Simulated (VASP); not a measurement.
# Au (Fm-3m) in VASP: a series of runs, part 2 of 2

VASP 6.6.1. The steps go on from the part before.

## (4) Single point, PBE

The input, INCAR:

```
ALGO     = Normal         # electronic algorithm
EDIFF    = 1E-6           # SCF threshold, eV
ENCUT    = 520            # plane-wave cutoff, eV
GGA      = PE             # functional
ISIF     = 2              # what is computed and relaxed
ISMEAR   = 0              # smearing method
LASPH    = True           # aspherical terms in the spheres
LCHARG   = False          # write CHGCAR
LREAL    = False          # projectors in reciprocal space
LWAVE    = False          # write WAVECAR
NBANDS   = 12             # bands
NELM     = 100            # most SCF steps
PREC     = Accurate       # precision mode
SIGMA    = 0.3            # smearing width, eV
```

The input, KPOINTS:

```
k-points
0
Gamma
  13 13 13
```

The input, POSCAR:

```
Au
1.0
    0.0000000000      2.0782552709      2.0782552709
    2.0782552709      0.0000000000      2.0782552709
    2.0782552709      2.0782552709      0.0000000000
Au
1
Direct
    0.0000000000      0.0000000000      0.0000000000
```

Potentials or basis: VASP PAW PBE potentials, release 64 (Au).

On the command line:

```bash
$ cat potpaw_PBE.64/Au/POTCAR > POTCAR
$ mpirun -np 1 vasp_std > vasp.out
```

OUTCAR:

```text
EDIFF = 1E-6
   ENCUT = 520
   GGA = PE
   ISIF = 2
   ISMEAR = 0
   LASPH = True
   LREAL = False
   NELM = 100
   PREC = Accurate

 ion  position               nearest neighbor table
   1  0.000  0.000  0.000-

  LATTYP: Found a face centered cubic cell.
 ALAT       =     4.1565105418

  Lattice vectors:

 A1 = (   0.0000000000,   2.0782552709,   2.0782552709)
 A2 = (   2.0782552709,   0.0000000000,   2.0782552709)
 A3 = (   2.0782552709,   2.0782552709,   0.0000000000)

Analysis of symmetry for initial positions (statically):
=====================================================================
 Subroutine PRICEL returns:
 Original cell was already a primitive cell.

 Routine SETGRP: Setting up the symmetry group for a
 face centered cubic supercell.

 Subroutine GETGRP returns: Found 48 space group operations
 (whereof 48 operations were pure point group operations)
 out of a pool of 48 trial point group operations.

The static configuration has the point symmetry O_h .

Analysis of symmetry for dynamics (positions and initial velocities):
=====================================================================
 Subroutine PRICEL returns:
 Original cell was already a primitive cell.

 Routine SETGRP: Setting up the symmetry group for a
 face centered cubic supercell.

 Subroutine GETGRP returns: Found 48 space group operations
 (whereof 48 operations were pure point group operations)
 out of a pool of 48 trial point group operations.

The dynamic configuration has the point symmetry O_h .

 Subroutine INISYM returns: Found 48 space group operations
 (whereof 48 operations are pure point group operations),
 and found     1 'primitive' translations

----------------------------------------------------------------------------------------

                                     Primitive cell

  volume of cell :      17.9526

  direct lattice vectors                    reciprocal lattice vectors
     0.000000000  2.078255271  2.078255271    -0.240586422  0.240586422  0.240586422
     2.078255271  0.000000000  2.078255271     0.240586422 -0.240586422  0.240586422
     2.078255271  2.078255271  0.000000000     0.240586422  0.240586422 -0.240586422

  length of vectors
     2.939096790  2.939096790  2.939096790     0.416707907  0.416707907  0.416707907

  position of ions in fractional coordinates (direct lattice)
     0.000000000  0.000000000  0.000000000

  ion indices of the primitive-cell ions
   primitive index   ion index
                 1           1

----------------------------------------------------------------------------------------

 KPOINTS: k-points

Automatic generation of k-mesh.
 Grid dimensions read from file:
 generate k-points for:   13   13   13

 Generating k-lattice:

  Cartesian coordinates                     Fractional coordinates (reciprocal lattice)
    -0.018506648  0.018506648  0.018506648     0.076923077  0.000000000  0.000000000
     0.018506648 -0.018506648  0.018506648     0.000000000  0.076923077  0.000000000
     0.018506648  0.018506648 -0.018506648     0.000000000  0.000000000  0.076923077

  Length of vectors
     0.032054454  0.032054454  0.032054454

  Shift w.r.t. Gamma in fractional coordinates (k-lattice)
     0.000000000  0.000000000  0.000000000

 Subroutine IBZKPT returns following result:
 ===========================================

 Found     84 irreducible k-points:

 Following reciprocal coordinates:
            Coordinates               Weight
  0.000000  0.000000  0.000000      1.000000
  0.076923  0.000000  0.000000      8.000000
  0.153846  0.000000  0.000000      8.000000
  0.230769  0.000000  0.000000      8.000000
  0.307692  0.000000  0.000000      8.000000
  0.384615  0.000000  0.000000      8.000000
[... 16 lines left out ...]
  0.384615  0.153846  0.000000     24.000000
  0.461538  0.153846  0.000000     24.000000
 [... further k-points ...]
   k-points           NKPTS =     84   k-points in BZ     NKDIM =     84   number of bands    NBANDS=     12
   number of dos      NEDOS =    301   number of ions     NIONS =      1
   total plane-waves  NPLWV =  13824
   dimension x,y,z NGX =    24 NGY =   24 NGZ =   24
   dimension x,y,z NGXF=    48 NGYF=   48 NGZF=   48
   ions per type =               1
   NGX,Y,Z   is equivalent  to a cutoff of  13.58, 13.58, 13.58 a.u.
   NGXF,Y,Z  is equivalent  to a cutoff of  27.15, 27.15, 27.15 a.u.
 SYSTEM =  unknown system
   PREC   = accura    normal or accurate (medium, high low for compatibility)
   ISTART =      0    job   : 0-new  1-cont  2-samecut
   ICHARG =      2    charge: 1-file 2-atom 10-const
   ISPIN  =      1    spin polarized calculation?
   LNONCOLLINEAR =      F non collinear calculations
   LSORBIT =      F    spin-orbit coupling
   LASPH  =      T    aspherical Exc in radial PAW
   ENCUT  =  520.0 eV  38.22 Ry    6.18 a.u.   5.46  5.46  5.46*2*pi/ulx,y,z
   NELM   =    100;   NELMIN=  2; NELMDL= -5     # of ELM steps
   EDIFF  = 0.1E-05   stopping-criterion for ELM
   LREAL  =      F    real-space projection
   EDIFFG = 0.1E-04   stopping-criterion for IOM
   NSW    =      0    number of steps for IOM
   IBRION =     -1    ionic relax: 0-MD 1-quasi-New 2-CG
   NFREE  =      0    steps in history (QN), initial steepest desc. (CG)
   ISIF   =      2    stress and relaxation
   ISYM   =      2    0-nonsym 1-usesym 2-fastsym
   POTIM  = 0.5000    time-step for ionic-motion
   TEBEG  =    0.0;   TEEND  =   0.0 temperature during run
   PSTRESS=    0.0 pullay stress
   NELECT =      11.0000    total number of electrons
   NUPDOWN=      -1.0000    fix difference up-down
   EMIN   =  10.00;   EMAX   =-10.00  energy-range for DOS
   EFERMI =   0.00;   METHOD = LEGACY
   ISMEAR =     0;   SIGMA  =   0.30  broadening in eV -4-tet -1-fermi 0-gaus
   EFERMI_NEDOS =   21; number of points for ismear=-14 and -15
   IALGO  =     38    algorithm
   IMIX   =      4    mixing-type and parameters
     AMIX     =   0.40;   BMIX     =  1.00
     AMIX_MAG =   1.60;   BMIX_MAG =  1.00
  volume/ion in A,a.u.               =      17.95       121.15
  Fermi-wavevector in a.u.,A,eV,Ry     =   1.390476  2.627619 26.305825  1.933424
  Thomas-Fermi vector in A             =   2.514407
   LORBIT       =      0    0 simple, 1 ext, 2 COOP (PROOUT), +10 PAW based schemes
   GGA     = PE    functional components
   LHFCALC =     F    Hartree Fock is set to
   AEXX    =    0.0000 exact exchange contribution
   IVDW    =     0    specifies the selected vdW correction
   LEPSILON=     F    determine dielectric tensor
   LRPA    =     F    only Hartree local field effects (RPA)
 non-spin polarized calculation
 Gauss-broadening in eV      SIGMA  =   0.30
  energy-cutoff  :      520.00
  volume of cell :       17.95
 maximum number of plane-waves:       531
 NGX is ok and might be reduce to    24
   NGX = 11   NGY = 11   NGZ = 11

 number of electron      11.0000002 magnetization

 Free energy of the ion-electron system (eV)
  ---------------------------------------------------
  ext. energy  EPLUGINS =         0.00000000
  ---------------------------------------------------
  free energy    TOTEN  =        -3.22837465 eV

  energy without entropy =       -3.21526691  energy(sigma->0) =       -3.22182078

 E-fermi :   8.7119     XC(G=0): -12.4073

 val. band max:        8.6869311947   @ k =   0.4615   0.3077   0.0000
 cond. band min:       8.7711927092   @ k =   0.4615   0.3846   0.0000
 fundamental gap:      0.0842615145
 Fermi energy:         8.7119328273

 k-point     1 :       0.0000    0.0000    0.0000
  band No.  band energies     occupation
      1      -0.6876      2.00000
      2       4.2050      2.00000
      3       4.2050      2.00000
      4       4.2050      2.00000
      5       5.5854      2.00000
      6       5.5854      2.00000
      7      23.2106      0.00000
      8      26.9098      0.00000
      9      26.9098      0.00000
     10      26.9098      0.00000
     11      31.6531      0.00000
     12      35.7417      0.00000

 k-point     2 :       0.0769    0.0000    0.0000
  band No.  band energies     occupation
      1      -0.4913      2.00000
      2       4.1462      2.00000
      3       4.2693      2.00000
      4       4.2693      2.00000
      5       5.5585      2.00000
      6       5.5585      2.00000
      7      23.4130      0.00000
      8      25.6642      0.00000
      9      27.1211      0.00000
     10      27.1211      0.00000
     11      32.3554      0.00000
     12      34.1969      0.00000
[... 316 lines left out ...]
 k-point    24 :       0.4615    0.1538    0.0000
  band No.  band energies     occupation
      1       2.2700      2.00000
      2       3.9294      2.00000
      3       4.6761      2.00000
      4       4.6869      2.00000
      5       6.7133      2.00000
      6       8.3208      1.93480
      7      13.6472      0.00000
      8      22.5928      0.00000
      9      23.5585      0.00000
     10      24.4612      0.00000
     11      33.0644      0.00000
     12      33.7747      0.00000

 [... further k-points ...]
[... 5 lines left out ...]
  --------------------------------------------------------------------------------------
  -------------------------------------------------------------------------------------
  Total       -0.0200575     -0.0200575     -0.0200575      0.0000000      0.0000000      0.0000000
  in kB       -1.7900352     -1.7900352     -1.7900352      0.0000000      0.0000000      0.0000000
  external PRESSURE =      -1.7900352 kB  Pullay stress =       0.0000000 kB

 VOLUME and BASIS-vectors are now :
 -----------------------------------------------------------------------------
  energy-cutoff  :      520.00
  volume of cell :       17.95
      direct lattice vectors                 reciprocal lattice vectors
     0.000000000  2.078255271  2.078255271    -0.240586422  0.240586422  0.240586422
     2.078255271  0.000000000  2.078255271     0.240586422 -0.240586422  0.240586422
     2.078255271  2.078255271  0.000000000     0.240586422  0.240586422 -0.240586422

 POSITION                                       TOTAL-FORCE (eV/Angst)
 -----------------------------------------------------------------------------------
      0.00000      0.00000      0.00000         0.000000      0.000000      0.000000
 -----------------------------------------------------------------------------------
    total drift:                               -0.000000      0.000000     -0.000000

  FREE ENERGIE OF THE ION-ELECTRON SYSTEM (eV)
  ---------------------------------------------------
  free  energy   TOTEN  =        -3.2283746492 eV

  energy  without entropy=       -3.2152669119  energy(sigma->0) =       -3.22182078
```

Run time: 19 s. Hardware: 1 thread of Intel Xeon 8259CL, shared host; peak memory 0.15 GiB.

Results:

| Quantity | Value |
| --- | --- |
| Free energy | -3.2284 eV |
| Pressure | -0.2 GPa |

Caveat: spin-orbit coupling is left out, which moves the levels of the heavy elements.

## (5) Single point, PBE

The input, INCAR:

```
PREC = Accurate ; ENCUT = 520
EDIFF = 1E-6 ; ISMEAR = 0
SIGMA = 0.6 ; LREAL = False
LASPH = True ; NELM = 80
ALGO = Normal ; ISIF = 2
LWAVE = False ; LCHARG = False
GGA = PE ; NBANDS = 12
```

The input, KPOINTS:

```
regular mesh
0
Gamma
  13 13 13
```

POSCAR is that of step 4.

Potentials or basis: VASP PAW PBE potentials, release 64 (Au).

On the command line:

```bash
$ cat potpaw_PBE.64/Au/POTCAR > POTCAR
$ mpirun -np 1 vasp_std > vasp.out
```

OUTCAR:

```text
PREC = Accurate
   ENCUT = 520
   EDIFF = 1E-6
   ISMEAR = 0
   LREAL = False
   LASPH = True
   NELM = 80
   ISIF = 2
   GGA = PE

 ion  position               nearest neighbor table
   1  0.000  0.000  0.000-

  LATTYP: Found a face centered cubic cell.
 ALAT       =     4.1565105418

  Lattice vectors:

 A1 = (   0.0000000000,   2.0782552709,   2.0782552709)
 A2 = (   2.0782552709,   0.0000000000,   2.0782552709)
 A3 = (   2.0782552709,   2.0782552709,   0.0000000000)

Analysis of symmetry for initial positions (statically):
=====================================================================
 Subroutine PRICEL returns:
 Original cell was already a primitive cell.

 Routine SETGRP: Setting up the symmetry group for a
 face centered cubic supercell.

 Subroutine GETGRP returns: Found 48 space group operations
 (whereof 48 operations were pure point group operations)
 out of a pool of 48 trial point group operations.

The static configuration has the point symmetry O_h .

Analysis of symmetry for dynamics (positions and initial velocities):
=====================================================================
 Subroutine PRICEL returns:
 Original cell was already a primitive cell.

[... 159 lines left out ...]
 Fermi energy:         8.6540703799

 k-point     1 :       0.0000    0.0000    0.0000
  band No.  band energies     occupation
      1      -0.6875      2.00000
      2       4.2043      2.00000
      3       4.2043      2.00000
      4       4.2043      2.00000
      5       5.5847      2.00000
      6       5.5847      2.00000
      7      23.2108      0.00000
      8      26.9099      0.00000
      9      26.9099      0.00000
     10      26.9099      0.00000
     11      31.6534      0.00000
     12      35.7416      0.00000
[... 331 lines left out ...]
 k-point    24 :       0.4615    0.1538    0.0000
  band No.  band energies     occupation
      1       2.2696      2.00000
      2       3.9287      2.00000
      3       4.6753      2.00000
      4       4.6864      2.00000
      5       6.7125      2.00000
      6       8.3203      1.56852
      7      13.6470      0.00000
      8      22.5928      0.00000
      9      23.5584      0.00000
     10      24.4612      0.00000
     11      33.0644      0.00000
     12      33.7746      0.00000

 [... further k-points ...]
[... 5 lines left out ...]
  --------------------------------------------------------------------------------------
  -------------------------------------------------------------------------------------
  Total        0.0015828      0.0015828      0.0015828      0.0000000      0.0000000     -0.0000000
  in kB        0.1412580      0.1412580      0.1412580      0.0000000      0.0000000     -0.0000000
  external PRESSURE =       0.1412580 kB  Pullay stress =       0.0000000 kB

 VOLUME and BASIS-vectors are now :
 -----------------------------------------------------------------------------
  energy-cutoff  :      520.00
  volume of cell :       17.95
      direct lattice vectors                 reciprocal lattice vectors
     0.000000000  2.078255271  2.078255271    -0.240586422  0.240586422  0.240586422
     2.078255271  0.000000000  2.078255271     0.240586422 -0.240586422  0.240586422
     2.078255271  2.078255271  0.000000000     0.240586422  0.240586422 -0.240586422

 POSITION                                       TOTAL-FORCE (eV/Angst)
 -----------------------------------------------------------------------------------
      0.00000      0.00000      0.00000         0.000000      0.000000      0.000000
 -----------------------------------------------------------------------------------
    total drift:                               -0.000000      0.000000     -0.000000

  FREE ENERGIE OF THE ION-ELECTRON SYSTEM (eV)
  ---------------------------------------------------
  free  energy   TOTEN  =        -3.2471509228 eV

  energy  without entropy=       -3.1965820663  energy(sigma->0) =       -3.22186649
```

OSZICAR:

```text
N       E                     dE             d eps       ncg     rms          rms(c)
DAV:   1     0.494777785787E+02    0.49478E+02   -0.55675E+03  2112   0.814E+02
DAV:   2    -0.282817432288E+01   -0.52306E+02   -0.49790E+02  2376   0.186E+02
DAV:   3    -0.351037783617E+01   -0.68220E+00   -0.68157E+00  2424   0.205E+01
DAV:   4    -0.351278553730E+01   -0.24077E-02   -0.24076E-02  2440   0.140E+00
DAV:   5    -0.351280391709E+01   -0.18380E-04   -0.18381E-04  2448   0.117E-01    0.801E+00
DAV:   6    -0.326439323037E+01    0.24841E+00   -0.70354E-01  2180   0.670E+00    0.522E+00
DAV:   7    -0.324902103128E+01    0.15372E-01   -0.53055E-02  2380   0.186E+00    0.265E+00
DAV:   8    -0.324715779991E+01    0.18632E-02   -0.11529E-03  2220   0.283E-01    0.240E-01
DAV:   9    -0.324714487439E+01    0.12926E-04   -0.72526E-06  2452   0.232E-02    0.181E-02
DAV:  10    -0.324715099941E+01   -0.61250E-05   -0.31813E-06  2364   0.175E-02    0.276E-03
DAV:  11    -0.324715092278E+01    0.76630E-07   -0.74679E-08  1304   0.211E-03
   1 F= -.32471509E+01 E0= -.32218665E+01  d E =-.505689E-01
```

stdout:

```text
POSCAR found type information on POSCAR Au
 POSCAR found :  1 types and       1 ions
 scaLAPACK will be used
 LDA part: xc-table for (Slater+PW92), standard interpolation
 POSCAR, INCAR and KPOINTS ok, starting setup
 FFT: planning ... GRIDC
 FFT: planning ... GRID_SOFT
 FFT: planning ... GRID
 WAVECAR not read
 entering main loop
```

Run time: 18 s. Hardware: 1 thread of Intel Xeon 8259CL, shared host; peak memory 0.15 GiB.

Results:

| Property | Result |
| --- | --- |
| Free energy | -3.2472 eV |
| Pressure | 0.0 GPa |

Levels at points of the mesh, in eV from the Fermi level:
```
           k point  band 2  band 3  band 4  band 5  band 6  band 7  band 8  band 9  band 10  band 11
(0.00, 0.00, 0.00)   -4.45   -4.45   -4.45   -3.07   -3.07   14.56   18.26   18.26    18.26    23.00
```

Caveat: spin-orbit coupling is left out, which moves the levels of the heavy elements.

## (6) The runs side by side

```tsv
smearing	gap on the mesh (eV)	pressure (GPa)
gaussian 0.1 eV	none	-0.4
gaussian 0.2 eV	none	-0.3
gaussian 0.3 eV	none	-0.2
gaussian 0.6 eV	none	0.0
```

Alike in all rows: task single point; level PBE; potentials or basis VASP PAW PBE potentials, release 64 (Au); no spin polarisation; cell as given; k mesh 13 × 13 × 13; cutoff (eV) 520.

Every run on the cell as given and a fine mesh finds a metal.

Caveats: spin-orbit coupling is left out, which moves the levels of the heavy elements.

Total energies depend on the potentials used, so only differences within one code and one set of settings carry meaning.
